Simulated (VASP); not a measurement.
# Re (R-3m) in VASP: notebook, part 2 of 2

VASP 6.6.1. Earlier steps stand in the parts before.

### 3 Electric field gradients, PBE (equal xx and yy strain of -1 %)

INCAR

```
SYSTEM = Re
  ALGO = Normal
  EDIFF = 1E-8
  ENCUT = 520
  GGA = PE
  ISIF = 2
  ISMEAR = -1
  LASPH = .True.
  LCHARG = .False.
  LEFG = .True.
  LREAL = .False.
  LWAVE = .False.
  NBANDS = 18
  NELM = 60
  PREC = Accurate
  SIGMA = 0.05
```

KPOINTS

```
k-points
0
Gamma
  15 15 15
  0 0 0
```

POSCAR

```
Re
1.0
    1.3700839209      0.7910183205      6.6986080885
   -1.3700839209      0.7910183205      6.6986080885
    0.0000000000     -1.5820366411      6.6986080885
Re
3
Direct
    0.0000000000      0.0000000000      0.0000000000
    0.2221738800      0.2221738800      0.2221738800
    0.7778261200      0.7778261200      0.7778261200
```

Potentials or basis: VASP PAW PBE potentials, release 64 (Re).

Started as:

```
$ cat potpaw_PBE.64/Re/POTCAR > POTCAR
$ mpirun -np 1 vasp_std > vasp.out
```

OUTCAR:

```text
SYSTEM = Re
   EDIFF = 1E-8
   ENCUT = 520
   GGA = PE
   ISIF = 2
   ISMEAR = -1
   LASPH = .True.
   LREAL = .False.
   NELM = 60
   PREC = Accurate

 ion  position               nearest neighbor table
   1  0.000  0.000  0.000-   3 2.74   3 2.74   2 2.74   2 2.74   3 2.74   2 2.74
   2  0.222  0.222  0.222-   3 2.73   3 2.73   3 2.73   1 2.74   1 2.74   1 2.74
   3  0.778  0.778  0.778-   2 2.73   2 2.73   2 2.73   1 2.74   1 2.74   1 2.74

  LATTYP: Found a trigonal (rhomboedric) cell.
 ALAT       =     6.8828911263
 COS(alpha) =     0.9207530539

  Lattice vectors:

 A1 = (   1.3700839209,   0.7910183205,   6.6986080885)
 A2 = (  -1.3700839209,   0.7910183205,   6.6986080885)
 A3 = (   0.0000000000,  -1.5820366411,   6.6986080885)

Analysis of symmetry for initial positions (statically):
[... 703 lines left out ...]
     1.370083921  0.791018320  6.698608089     0.364941149  0.210698870  0.049761582
    -1.370083921  0.791018320  6.698608089    -0.364941149  0.210698870  0.049761582
     0.000000000 -1.582036641  6.698608089     0.000000000 -0.421397741  0.049761582

 POSITION                                       TOTAL-FORCE (eV/Angst)
 -----------------------------------------------------------------------------------
      0.00000      0.00000      0.00000        -0.000000     -0.000000      0.000000
      0.00000     -0.00000      4.46477         0.000000      0.000000     -0.058863
      0.00000     -0.00000     15.63106         0.000000     -0.000000      0.058863
 -----------------------------------------------------------------------------------
    total drift:                                0.000000     -0.000000     -0.000000

  FREE ENERGIE OF THE ION-ELECTRON SYSTEM (eV)
  ---------------------------------------------------
  free  energy   TOTEN  =       -37.2057355205 eV

  energy  without entropy=      -37.1849882392  energy(sigma->0) =      -37.19536188

 Electric field gradients (V/A^2)
---------------------------------------------------------------------
 ion       V_xx      V_yy      V_zz      V_xy      V_xz      V_yz
---------------------------------------------------------------------
   1      30.508    30.508   -61.015     0.000     0.000     0.000
   2       8.506     8.506   -17.011     0.000    -0.000     0.000
   3       8.506     8.506   -17.011     0.000     0.000     0.000
---------------------------------------------------------------------

 Electric field gradients after diagonalization (V/A^2)
 (convention: |V_zz| > |V_xx| > |V_yy|)
----------------------------------------------------------------------
 ion       V_xx      V_yy      V_zz     asymmetry (V_yy - V_xx)/ V_zz
----------------------------------------------------------------------
   1      30.508    30.508   -61.015       0.000
   2       8.506     8.506   -17.011       0.000
   3       8.506     8.506   -17.011       0.000
----------------------------------------------------------------------

           NMR quadrupolar parameters

 Cq : quadrupolar parameter    Cq=e*Q*V_zz/h
 eta: asymmetry parameters     (V_yy - V_xx)/ V_zz
 Q  : nuclear electric quadrupole moment in mb (millibarn)
----------------------------------------------------------------------
 ion       Cq(MHz)       eta       Q (mb)
----------------------------------------------------------------------
   1      -0.148       0.000       1.000
   2      -0.041       0.000       1.000
   3      -0.041       0.000       1.000
----------------------------------------------------------------------
```

OSZICAR:

```text
N       E                     dE             d eps       ncg     rms          rms(c)
DAV:   1     0.726718053962E+02    0.72672E+02   -0.97188E+03 23912   0.141E+03
DAV:   2    -0.312689543037E+02   -0.10394E+03   -0.94968E+02 22904   0.409E+02
DAV:   3    -0.387576407167E+02   -0.74887E+01   -0.64783E+01 20106   0.217E+02
DAV:   4    -0.392415079404E+02   -0.48387E+00   -0.45286E+00 21014   0.352E+01
DAV:   5    -0.392603910089E+02   -0.18883E-01   -0.18573E-01 20636   0.627E+00    0.537E+01
DAV:   6    -0.377633651714E+02    0.14970E+01   -0.13668E+00 20798   0.287E+01    0.224E+01
DAV:   7    -0.373425669728E+02    0.42080E+00   -0.17586E+00 24460   0.300E+01    0.273E+00
DAV:   8    -0.372189630379E+02    0.12360E+00   -0.55500E-01 23820   0.152E+01    0.570E-01
DAV:   9    -0.372067688868E+02    0.12194E-01   -0.22075E-02 19646   0.130E+00    0.240E-01
DAV:  10    -0.372057516530E+02    0.10172E-02   -0.17277E-03 23278   0.856E-01    0.959E-02
DAV:  11    -0.372057393816E+02    0.12271E-04   -0.83553E-05 21292   0.922E-02    0.566E-02
DAV:  12    -0.372057361567E+02    0.32249E-05   -0.38240E-05 19522   0.591E-02    0.104E-02
DAV:  13    -0.372057363270E+02   -0.17025E-06   -0.21545E-06 21546   0.253E-02    0.737E-03
DAV:  14    -0.372057356200E+02    0.70702E-06   -0.58834E-07 20918   0.971E-03    0.387E-03
DAV:  15    -0.372057355630E+02    0.56919E-07   -0.34650E-08 10926   0.427E-03    0.138E-03
DAV:  16    -0.372057355484E+02    0.14588E-07   -0.37467E-08 10820   0.228E-03    0.275E-04
DAV:  17    -0.372057355255E+02    0.22975E-07   -0.41807E-09  7524   0.251E-03    0.631E-04
DAV:  18    -0.372057355205E+02    0.49531E-08   -0.34122E-09  7344   0.998E-04
   1 F= -.37205736E+02 E0= -.37195362E+02  d E =-.207473E-01
```

stdout:

```text
POSCAR found type information on POSCAR Re
 POSCAR found :  1 types and       3 ions
 scaLAPACK will be used
 LDA part: xc-table for (Slater+PW92), standard interpolation
 POSCAR, INCAR and KPOINTS ok, starting setup
 FFT: planning ... GRIDC
 FFT: planning ... GRID_SOFT
 FFT: planning ... GRID
 WAVECAR not read
 entering main loop
ion   1

ion   2

ion   3
```

It took 30 min on 1 thread of Intel Xeon Platinum 8259CL at 2.50GHz (Skylake/Cascade Lake), shared host; peak memory 0.55 GiB.

Results:

```yaml
Free_energy: -37.2057 eV
Pressure: 11.3 GPa
Largest_force: 0.059 eV/Å
Band_gap_on_the_k_mesh: zero (an odd number of electrons rules out a gap without spin polarisation)
Largest_electric_field_gradient_by_atom: Re -61.0, -17.0 (each value once) V/Å²
```

Forces in eV/Å, atoms in the order of the input:
```
Re   0.000  0.000  0.000
Re   0.000  0.000 -0.059
Re   0.000  0.000  0.059
```

Stress tensor (GPa, compression positive):
```
13.10  0.00  0.00
 0.00 13.10  0.00
 0.00  0.00  7.58
```

Levels at points of the mesh, in eV from the Fermi level:
```
           k point  band 8  band 9  band 10  band 11  band 12  band 13
(0.00, 0.00, 0.00)   -1.78   -1.58    -1.58    -1.17    -1.17     0.61
```

Electric field gradients, principal values (V/Å²):
```tsv
atom	least	middle	greatest (by size)
1 Re	30.508	30.508	-61.015
2 Re	8.506	8.506	-17.011
3 Re	8.506	8.506	-17.011
```

Caveat: the cell differs from its parent crystal (equal xx and yy strain of -1 %); the stress differs along the axes, from 8 to 13 GPa; without QUAD_EFG the Cq values of the log hold for a quadrupole moment of 1 mb, not for the nuclei; spin-orbit coupling is left out, which moves the levels of the heavy elements.

### 4 Electric field gradients, PBE (equal xx and yy strain of +2 %)

INCAR

```
ALGO     = Normal         # electronic algorithm
EDIFF    = 1E-8           # SCF threshold, eV
ENCUT    = 520            # plane-wave cutoff, eV
GGA      = PE             # functional
ISIF     = 2              # what is computed and relaxed
ISMEAR   = -1             # smearing method
LASPH    = T              # aspherical terms in the spheres
LCHARG   = F              # write CHGCAR
LEFG     = T            
LREAL    = F              # projectors in reciprocal space
LWAVE    = F              # write WAVECAR
NBANDS   = 18             # bands
NELM     = 100            # most SCF steps
PREC     = Accurate       # precision mode
SIGMA    = 0.05           # smearing width, eV
```

KPOINTS

```
k-points
0
Gamma
  15 15 15
```

POSCAR

```
Re
1.0
    1.4116016155      0.8149885727      6.6986080885
   -1.4116016155      0.8149885727      6.6986080885
    0.0000000000     -1.6299771454      6.6986080885
Re
3
Direct
    0.0000000000      0.0000000000      0.0000000000
    0.2221738800      0.2221738800      0.2221738800
    0.7778261200      0.7778261200      0.7778261200
```

Potentials or basis: VASP PAW PBE potentials, release 64 (Re).

Started as:

```
$ cat potpaw_PBE.64/Re/POTCAR > POTCAR
$ mpirun -np 1 vasp_std > vasp.out
```

OUTCAR:

```text
EDIFF = 1E-8
   ENCUT = 520
   GGA = PE
   ISIF = 2
   ISMEAR = -1
   LASPH = T
   LREAL = F
   NELM = 100
   PREC = Accurate

 ion  position               nearest neighbor table
   1  0.000  0.000  0.000-   3 2.77   3 2.77   2 2.77   2 2.77   3 2.77   2 2.77
   2  0.222  0.222  0.222-   3 2.76   3 2.76   3 2.76   1 2.77   1 2.77   1 2.77
   3  0.778  0.778  0.778-   2 2.76   2 2.76   2 2.76   1 2.77   1 2.77   1 2.77

  LATTYP: Found a trigonal (rhomboedric) cell.
 ALAT       =     6.8940681617
 COS(alpha) =     0.9161499853

  Lattice vectors:

[... 724 lines left out ...]
  energy  without entropy=      -37.1747380390  energy(sigma->0) =      -37.18495148

 Electric field gradients (V/A^2)
---------------------------------------------------------------------
 ion       V_xx      V_yy      V_zz      V_xy      V_xz      V_yz
---------------------------------------------------------------------
   1      57.766    57.766  -115.531     0.000     0.000     0.000
   2      34.503    34.503   -69.006     0.000    -0.000    -0.000
   3      34.503    34.503   -69.006     0.000    -0.000    -0.000
---------------------------------------------------------------------

 Electric field gradients after diagonalization (V/A^2)
 (convention: |V_zz| > |V_xx| > |V_yy|)
----------------------------------------------------------------------
 ion       V_xx      V_yy      V_zz     asymmetry (V_yy - V_xx)/ V_zz
----------------------------------------------------------------------
   1      57.766    57.766  -115.531       0.000
   2      34.503    34.503   -69.006       0.000
   3      34.503    34.503   -69.006       0.000
----------------------------------------------------------------------

           NMR quadrupolar parameters

 Cq : quadrupolar parameter    Cq=e*Q*V_zz/h
 eta: asymmetry parameters     (V_yy - V_xx)/ V_zz
 Q  : nuclear electric quadrupole moment in mb (millibarn)
----------------------------------------------------------------------
 ion       Cq(MHz)       eta       Q (mb)
----------------------------------------------------------------------
   1      -0.279       0.000       1.000
   2      -0.167       0.000       1.000
   3      -0.167       0.000       1.000
----------------------------------------------------------------------
```

stdout:

```text
POSCAR found type information on POSCAR Re
 POSCAR found :  1 types and       3 ions
 scaLAPACK will be used
 LDA part: xc-table for (Slater+PW92), standard interpolation
 POSCAR, INCAR and KPOINTS ok, starting setup
 FFT: planning ... GRIDC
 FFT: planning ... GRID_SOFT
 FFT: planning ... GRID
 WAVECAR not read
 entering main loop
ion   1

ion   2

ion   3
```

It took 30 min on 1 thread of Intel Xeon Platinum 8259CL at 2.50GHz (Skylake/Cascade Lake), shared host; peak memory 0.57 GiB.

What came out:

| Quantity | Value |
| --- | --- |
| Free energy | -37.1952 eV |
| Pressure | -10.7 GPa |
| Largest force | 0.036 eV/Å |
| Band gap on the k mesh | zero (an odd number of electrons rules out a gap without spin polarisation) |
| Largest electric field gradient by atom | Re -115.5, -69.0 (each value once) V/Å² |

Forces in eV/Å, atoms in the order of the input:
```
Re   0.000  0.000  0.000
Re   0.000  0.000  0.036
Re   0.000  0.000 -0.036
```

Stress tensor (GPa, compression positive):
```
-13.00   0.00   0.00
  0.00 -13.00   0.00
  0.00   0.00  -6.23
```

Levels at points of the mesh, in eV from the Fermi level:
```tsv
k point	band 7	band 8	band 9	band 10	band 11	band 12	band 13	band 14
(0.00, 0.00, 0.00)	-1.59	-1.47	-1.47	-1.28	-1.12	-1.12	0.44	0.44
```

Electric field gradients, principal values (V/Å²):
```csv
atom,least,middle,greatest (by size)
1 Re,57.766,57.766,-115.531
2 Re,34.503,34.503,-69.006
3 Re,34.503,34.503,-69.006
```

Caveat: the cell differs from its parent crystal (equal xx and yy strain of +2 %); the stress differs along the axes, from -13 to -6 GPa; without QUAD_EFG the Cq values of the log hold for a quadrupole moment of 1 mb, not for the nuclei; spin-orbit coupling is left out, which moves the levels of the heavy elements.

### 5 The runs side by side

```csv
cell,gap on the mesh (eV),pressure (GPa),largest force (eV/Å)
"a = 6.952 Å, angles 23.0°, 3 atoms",none,-0.6,0.05
"a = 6.883 Å, angles 23.0°, 3 atoms",none,11.3,0.06
"a = 6.894 Å, angles 23.6°, 3 atoms",none,-10.7,0.04
```

Alike in all rows: task electric field gradients; level PBE; potentials or basis VASP PAW PBE potentials, release 64 (Re); no spin polarisation; k mesh 15 × 15 × 15; cutoff (eV) 520; smearing fermi-dirac 0.05 eV.

Caveats: spin-orbit coupling is left out, which moves the levels of the heavy elements; the stress differs along the axes, from -4 to 1 GPa (at least some runs); the stress differs along the axes, from 8 to 13 GPa (at least some runs); the stress differs along the axes, from -13 to -6 GPa (at least some runs).

Total energies depend on the potentials used, so only differences within one code and one set of settings carry meaning.
